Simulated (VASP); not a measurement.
# SrGe2Mo2 (P6/mmm) in VASP: notebook

The runs below take SrGe2Mo2 through single point, with PBE.

Program: VASP 6.6.1. These are calculated values, not measurements. Logs are shortened: lines on timing, memory, paths and dates and some standing lists are left out, and cuts for length are marked.

### Step 1. The cell of the first run

The structure is hexagonal, space group P6/mmm (No. 191). The conventional cell has a = 4.127 Å, b = 4.127 Å, c = 7.766 Å, α = 90.00°, β = 90.00°, γ = 120.00°. Sr (site symmetry 6/mmm) has 2 Mo at 2.45 Å within 3.2 Å. Ge (site symmetry -6m2) has 3 Ge at 2.38 Å and 6 Mo at 2.78 Å within 3.1 Å. Within 3.2 Å of Mo (site symmetry 6mm) lie 1 Sr at 2.45 Å and 6 Ge at 2.78 Å and 1 Mo at 2.87 Å.

The cell was generated, and may not be a known phase.

### Step 2. Single point, PBE

File INCAR:

```
PREC = Accurate
ENCUT = 520
EDIFF = 1E-7
ISMEAR = 0
SIGMA = 0.1
LREAL = False
LASPH = True
NELM = 80
ALGO = Normal
ISIF = 2
LWAVE = False
LCHARG = True
GGA = PE
LELF = True
LVHAR = True
NBANDS = 41
```

File KPOINTS:

```
regular mesh
0
Gamma
  6 6 2
```

File POSCAR:

```
SrGe2Mo2
1.0
    4.1266087600      0.0000000000      0.0000000000
   -2.0633043800      3.5737480100      0.0000000000
    0.0000000000      0.0000000000      7.7659014000
Sr Ge Mo
1 2 2
Direct
    0.0000000000      0.0000000000      0.0000000000
    0.6666666700      0.3333333300      0.5000000000
    0.3333333300      0.6666666700      0.5000000000
    0.0000000000      0.0000000000      0.3154256400
    0.0000000000      0.0000000000      0.6845743600
```

Potentials or basis: VASP PAW PBE potentials, release 64 (Sr_sv, Ge_d, Mo_sv).

Command:

```bash
$ cat potpaw_PBE.64/Sr_sv/POTCAR potpaw_PBE.64/Ge_d/POTCAR potpaw_PBE.64/Mo_sv/POTCAR > POTCAR
$ mpirun -np 1 vasp_std > vasp.out
```

OUTCAR:

```text
PREC = Accurate
   ENCUT = 520
   EDIFF = 1E-7
   ISMEAR = 0
   LREAL = False
   LASPH = True
   NELM = 80
   ISIF = 2
   GGA = PE

 ion  position               nearest neighbor table
   1  0.000  0.000  0.000-   4 2.45   5 2.45
   2  0.667  0.333  0.500-   3 2.38   3 2.38   3 2.38   5 2.78   4 2.78   4 2.78   5 2.78   4 2.78
                             5 2.78
   3  0.333  0.667  0.500-   2 2.38   2 2.38   2 2.38   5 2.78   4 2.78   5 2.78   4 2.78   5 2.78
                             4 2.78
   4  0.000  0.000  0.315-   1 2.45   2 2.78   3 2.78   3 2.78   2 2.78   2 2.78   3 2.78   5 2.87

   5  0.000  0.000  0.685-   1 2.45   2 2.78   3 2.78   3 2.78   2 2.78   2 2.78   3 2.78   4 2.87

  LATTYP: Found a hexagonal cell.
 ALAT       =     4.1266087600
 C/A-ratio  =     1.8819088146

  Lattice vectors:

 A1 = (   4.1266087600,   0.0000000000,   0.0000000000)
 A2 = (  -2.0633043800,   3.5737480100,   0.0000000000)
 A3 = (   0.0000000000,   0.0000000000,   7.7659014000)

Analysis of symmetry for initial positions (statically):
=====================================================================
 Subroutine PRICEL returns:
 Original cell was already a primitive cell.

 Routine SETGRP: Setting up the symmetry group for a
 hexagonal supercell.

 Subroutine GETGRP returns: Found 24 space group operations
 (whereof 24 operations were pure point group operations)
 out of a pool of 24 trial point group operations.

The static configuration has the point symmetry D_6h.

Analysis of symmetry for dynamics (positions and initial velocities):
=====================================================================
 Subroutine PRICEL returns:
 Original cell was already a primitive cell.

 Routine SETGRP: Setting up the symmetry group for a
 hexagonal supercell.

 Subroutine GETGRP returns: Found 24 space group operations
 (whereof 24 operations were pure point group operations)
 out of a pool of 24 trial point group operations.

The dynamic configuration has the point symmetry D_6h.

 Subroutine INISYM returns: Found 24 space group operations
 (whereof 24 operations are pure point group operations),
 and found     1 'primitive' translations

----------------------------------------------------------------------------------------

                                     Primitive cell

  volume of cell :     114.5273

  direct lattice vectors                    reciprocal lattice vectors
     4.126608760  0.000000000  0.000000000     0.242329733  0.139909137  0.000000000
    -2.063304380  3.573748010  0.000000000     0.000000000  0.279818274  0.000000000
     0.000000000  0.000000000  7.765901400     0.000000000  0.000000000  0.128768053

  length of vectors
     4.126608760  4.126608753  7.765901400     0.279818274  0.279818274  0.128768053

  position of ions in fractional coordinates (direct lattice)
     0.000000000  0.000000000  0.000000000
     0.666666670  0.333333330  0.500000000
     0.333333330  0.666666670  0.500000000
     0.000000000  0.000000000  0.315425640
     0.000000000  0.000000000  0.684574360

  ion indices of the primitive-cell ions
   primitive index   ion index
                 1           1
                 2           2
                 3           3
                 4           4
                 5           5

----------------------------------------------------------------------------------------

 KPOINTS: regular mesh

Automatic generation of k-mesh.
 Grid dimensions read from file:
 generate k-points for:    6    6    2

 Generating k-lattice:

  Cartesian coordinates                     Fractional coordinates (reciprocal lattice)
     0.040388289  0.023318190  0.000000000     0.166666667  0.000000000  0.000000000
     0.000000000  0.046636379  0.000000000     0.000000000  0.166666667  0.000000000
     0.000000000  0.000000000  0.064384026     0.000000000  0.000000000  0.500000000

  Length of vectors
     0.046636379  0.046636379  0.064384026

  Shift w.r.t. Gamma in fractional coordinates (k-lattice)
     0.000000000  0.000000000  0.000000000

 Subroutine IBZKPT returns following result:
 ===========================================

 Found     14 irreducible k-points:

 Following reciprocal coordinates:
            Coordinates               Weight
  0.000000  0.000000  0.000000      1.000000
  0.166667 -0.000000  0.000000      6.000000
  0.333333  0.000000  0.000000      6.000000
  0.500000  0.000000  0.000000      3.000000
  0.166667  0.166667  0.000000      6.000000
  0.333333  0.166667  0.000000     12.000000
  0.333333  0.333333  0.000000      2.000000
  0.000000  0.000000  0.500000      1.000000
  0.166667 -0.000000  0.500000      6.000000
  0.333333  0.000000  0.500000      6.000000
  0.500000  0.000000  0.500000      3.000000
  0.166667  0.166667  0.500000      6.000000
  0.333333  0.166667  0.500000     12.000000
  0.333333  0.333333  0.500000      2.000000
   k-points           NKPTS =     14   k-points in BZ     NKDIM =     14   number of bands    NBANDS=     41
   number of dos      NEDOS =    301   number of ions     NIONS =      5
   total plane-waves  NPLWV =  61440
   dimension x,y,z NGX =    32 NGY =   32 NGZ =   60
   dimension x,y,z NGXF=    64 NGYF=   64 NGZF=  120
   ions per type =               1   2   2
   NGX,Y,Z   is equivalent  to a cutoff of  12.89, 12.89, 12.84 a.u.
   NGXF,Y,Z  is equivalent  to a cutoff of  25.78, 25.78, 25.69 a.u.
 SYSTEM =  unknown system
   PREC   = accura    normal or accurate (medium, high low for compatibility)
   ISTART =      0    job   : 0-new  1-cont  2-samecut
   ICHARG =      2    charge: 1-file 2-atom 10-const
   ISPIN  =      1    spin polarized calculation?
   LNONCOLLINEAR =      F non collinear calculations
   LSORBIT =      F    spin-orbit coupling
   LASPH  =      T    aspherical Exc in radial PAW
   ENCUT  =  520.0 eV  38.22 Ry    6.18 a.u.   7.67  7.67 14.44*2*pi/ulx,y,z
   NELM   =     80;   NELMIN=  2; NELMDL= -5     # of ELM steps
   EDIFF  = 0.1E-06   stopping-criterion for ELM
   LREAL  =      F    real-space projection
   EDIFFG = 0.1E-05   stopping-criterion for IOM
   NSW    =      0    number of steps for IOM
   IBRION =     -1    ionic relax: 0-MD 1-quasi-New 2-CG
   NFREE  =      0    steps in history (QN), initial steepest desc. (CG)
   ISIF   =      2    stress and relaxation
   ISYM   =      2    0-nonsym 1-usesym 2-fastsym
   POTIM  = 0.5000    time-step for ionic-motion
   TEBEG  =    0.0;   TEEND  =   0.0 temperature during run
   PSTRESS=    0.0 pullay stress
   NELECT =      66.0000    total number of electrons
   NUPDOWN=      -1.0000    fix difference up-down
   EMIN   =  10.00;   EMAX   =-10.00  energy-range for DOS
   EFERMI =   0.00;   METHOD = LEGACY
   ISMEAR =     0;   SIGMA  =   0.10  broadening in eV -4-tet -1-fermi 0-gaus
   EFERMI_NEDOS =   21; number of points for ismear=-14 and -15
   IALGO  =     38    algorithm
   IMIX   =      4    mixing-type and parameters
     AMIX     =   0.40;   BMIX     =  1.00
     AMIX_MAG =   1.60;   BMIX_MAG =  1.00
  volume/ion in A,a.u.               =      22.91       154.57
  Fermi-wavevector in a.u.,A,eV,Ry     =   1.362343  2.574455 25.252118  1.855978
  Thomas-Fermi vector in A             =   2.488841
   LORBIT       =      0    0 simple, 1 ext, 2 COOP (PROOUT), +10 PAW based schemes
   GGA     = PE    functional components
   LHFCALC =     F    Hartree Fock is set to
   AEXX    =    0.0000 exact exchange contribution
   IVDW    =     0    specifies the selected vdW correction
   LEPSILON=     F    determine dielectric tensor
   LRPA    =     F    only Hartree local field effects (RPA)
 non-spin polarized calculation
 Gauss-broadening in eV      SIGMA  =   0.10
  energy-cutoff  :      520.00
  volume of cell :      114.53
 maximum number of plane-waves:      3100
 NGX is ok and might be reduce to    32
   NGX = 15   NGY = 15   NGZ = 29

 number of electron      66.0000026 magnetization

 Free energy of the ion-electron system (eV)
  ---------------------------------------------------
  ext. energy  EPLUGINS =         0.00000000
  ---------------------------------------------------
  free energy    TOTEN  =       -25.51994447 eV

  energy without entropy =      -25.48487583  energy(sigma->0) =      -25.50241015

 E-fermi :   6.0604     XC(G=0): -10.3815

 val. band max:        6.0271194652   @ k =   0.1667   0.1667   0.0000
 cond. band min:       6.0955073528   @ k =   0.3333   0.0000   0.5000
 fundamental gap:      0.0683878876
 Fermi energy:         6.0604003083

 k-point     1 :       0.0000    0.0000    0.0000
  band No.  band energies     occupation
      1     -54.5617      2.00000
      2     -54.5295      2.00000
      3     -29.8002      2.00000
      4     -28.7034      2.00000
      5     -28.7034      2.00000
      6     -28.6703      2.00000
[... 33 lines left out ...]
     40       9.5700      0.00000
     41      10.0935      0.00000

 k-point     2 :       0.1667   -0.0000    0.0000
  band No.  band energies     occupation
      1     -54.5615      2.00000
      2     -54.5293      2.00000
      3     -29.7973      2.00000
      4     -28.7091      2.00000
      5     -28.7046      2.00000
      6     -28.6700      2.00000
[... 33 lines left out ...]
     40       8.9915      0.00000
     41       9.9999      0.00000

 k-point     3 :       0.3333    0.0000    0.0000
  band No.  band energies     occupation
      1     -54.5610      2.00000
      2     -54.5289      2.00000
      3     -29.7914      2.00000
      4     -28.7204      2.00000
      5     -28.7070      2.00000
      6     -28.6776      2.00000
[... 33 lines left out ...]
     40       9.6759      0.00000
     41      10.1310      0.00000

 k-point     4 :       0.5000    0.0000    0.0000
  band No.  band energies     occupation
      1     -54.5608      2.00000
      2     -54.5287      2.00000
      3     -29.7885      2.00000
      4     -28.7261      2.00000
      5     -28.7082      2.00000
      6     -28.6822      2.00000
[... 385 lines left out ...]
     40       8.7860      0.00000
     41       9.9527      0.00000

 k-point    13 :       0.3333    0.1667    0.5000
  band No.  band energies     occupation
      1     -54.5605      2.00000
      2     -54.5291      2.00000
      3     -29.6961      2.00000
      4     -28.9803      2.00000
      5     -28.7226      2.00000
      6     -28.7108      2.00000
[... 33 lines left out ...]
     40       9.1426      0.00000
     41       9.7895      0.00000

 k-point    14 :       0.3333    0.3333    0.5000
  band No.  band energies     occupation
      1     -54.5604      2.00000
      2     -54.5290      2.00000
      3     -29.6946      2.00000
      4     -28.9797      2.00000
      5     -28.7184      2.00000
      6     -28.7184      2.00000
[... 33 lines left out ...]
     40       9.0142      0.00000
     41       9.6630      0.00000

------------------------ aborting loop because EDIFF is reached ----------------------------------------

  FORCE on cell =-STRESS in cart. coord.  units (eV):
  Direction    XX          YY          ZZ          XY          YZ          ZX
  --------------------------------------------------------------------------------------
  -------------------------------------------------------------------------------------
  Total        1.4312940      1.4312940      8.4945089      0.0000000      0.0000000      0.0000000
  in kB       20.0230547     20.0230546    118.8337394      0.0000000      0.0000000      0.0000000
  external PRESSURE =      52.9599496 kB  Pullay stress =       0.0000000 kB

 VOLUME and BASIS-vectors are now :
 -----------------------------------------------------------------------------
  energy-cutoff  :      520.00
  volume of cell :      114.53
      direct lattice vectors                 reciprocal lattice vectors
     4.126608760  0.000000000  0.000000000     0.242329733  0.139909137  0.000000000
    -2.063304380  3.573748010  0.000000000     0.000000000  0.279818274  0.000000000
     0.000000000  0.000000000  7.765901400     0.000000000  0.000000000  0.128768053

 POSITION                                       TOTAL-FORCE (eV/Angst)
 -----------------------------------------------------------------------------------
      0.00000      0.00000      0.00000        -0.000000     -0.000000      0.000000
      2.06330      1.19125      3.88295        -0.000000      0.000000      0.000000
     -0.00000      2.38250      3.88295         0.000000     -0.000000      0.000000
      0.00000      0.00000      2.44956        -0.000000     -0.000000      3.963462
      0.00000      0.00000      5.31634        -0.000000      0.000000     -3.963462
 -----------------------------------------------------------------------------------
    total drift:                               -0.000000      0.000000     -0.000000

  FREE ENERGIE OF THE ION-ELECTRON SYSTEM (eV)
  ---------------------------------------------------
  free  energy   TOTEN  =       -25.5199444684 eV

  energy  without entropy=      -25.4848758319  energy(sigma->0) =      -25.50241015
```

Wall time 66 s (1 thread of AMD EPYC 7R13 (Zen 3), shared host); peak memory 0.23 GiB.

Results:

* Free energy: -25.5199 eV
* Pressure: 5.3 GPa
* Largest force: 3.963 eV/Å
* Band gap on the k mesh: zero (bands 33 and 34 overlap by 0.94 eV)

Forces in eV/Å, atoms in the order of the input:
```
Sr   0.000  0.000  0.000
Ge   0.000  0.000  0.000
Ge   0.000  0.000  0.000
Mo   0.000  0.000  3.963
Mo   0.000  0.000 -3.963
```

Stress tensor (GPa, compression positive):
```
 2.00  0.00  0.00
 0.00  2.00  0.00
 0.00  0.00 11.88
```

Caveat: the k points lie up to 0.40 Å⁻¹ apart, too coarse for converged energies and pressures of a metal; forces of over 1 eV/Å act on the atoms, so gaps and moduli don't describe the material at rest.

### Step 3. Single point, PBE

This run uses another cell than the first one, of 32.29 Å³/atom.

File INCAR:

```
SYSTEM = SrGe2Mo2
PREC = Accurate ; ENCUT = 520
EDIFF = 1E-6 ; ISMEAR = 0
SIGMA = 0.1 ; LREAL = .False.
LASPH = .True. ; NELM = 80
ALGO = Fast ; ISIF = 2
LWAVE = .False. ; LCHARG = .True.
GGA = PE ; LELF = .True.
LVHAR = .True. ; NBANDS = 41
```

File KPOINTS:

```
regular mesh
0
Gamma
  12 12 4
  0 0 0
```

File POSCAR:

```
SrGe2Mo2
1.0
    4.5762312931      0.0000000000      0.0000000000
   -2.2881156466      3.9631325534      0.0000000000
    0.0000000000      0.0000000000      8.9034326995
Sr Ge Mo
1 2 2
Direct
    0.0000000000      0.0000000000      0.0000000000
    0.6666666667      0.3333333333      0.5000000000
    0.3333333333      0.6666666667      0.5000000000
    0.0000000000      0.0000000000      0.3825541059
    0.0000000000      0.0000000000      0.6174458941
```

Potentials or basis: VASP PAW PBE potentials, release 64 (Sr_sv, Ge_d, Mo_sv).

Command:

```bash
$ cat potpaw_PBE.64/Sr_sv/POTCAR potpaw_PBE.64/Ge_d/POTCAR potpaw_PBE.64/Mo_sv/POTCAR > POTCAR
$ mpirun -np 1 vasp_std > vasp.out
```

It took 31 min on 1 thread of AMD EPYC 7R13 (Zen 3), shared host; peak memory 0.51 GiB.

It converged, with:

- Free energy: -27.7894 eV
- Pressure: 0.3 GPa
- Largest force: 0.407 eV/Å
- Band gap on the k mesh: zero (bands 33 and 34 overlap by 0.60 eV)

Forces in eV/Å, atoms in the order of the input:
```
Sr   0.000  0.000  0.000
Ge   0.000  0.000  0.000
Ge   0.000  0.000  0.000
Mo   0.000  0.000 -0.407
Mo   0.000  0.000  0.407
```

Stress tensor (GPa, compression positive):
```
0.04 0.00 0.00
0.00 0.04 0.00
0.00 0.00 0.86
```

Levels at points of the mesh, in eV from the Fermi level:
```
           k point  band 31  band 32  band 33  band 34  band 35  band 36
(0.00, 0.00, 0.00)    -1.91    -0.27    -0.27     0.50     1.01     1.41
(0.50, 0.00, 0.00)    -1.83    -1.20    -0.13     0.39     0.83     0.85
(0.00, 0.00, 0.50)    -1.98    -0.28    -0.28     0.05     0.46     1.75
(0.50, 0.00, 0.50)    -1.83    -1.25    -0.50     0.39     0.76     0.90
```

Caveat: atoms lie so close that the PAW spheres overlap strongly, which falsifies energies and pressures.

The gap in the log of VASP goes by the Fermi energy; the results here count the filled bands.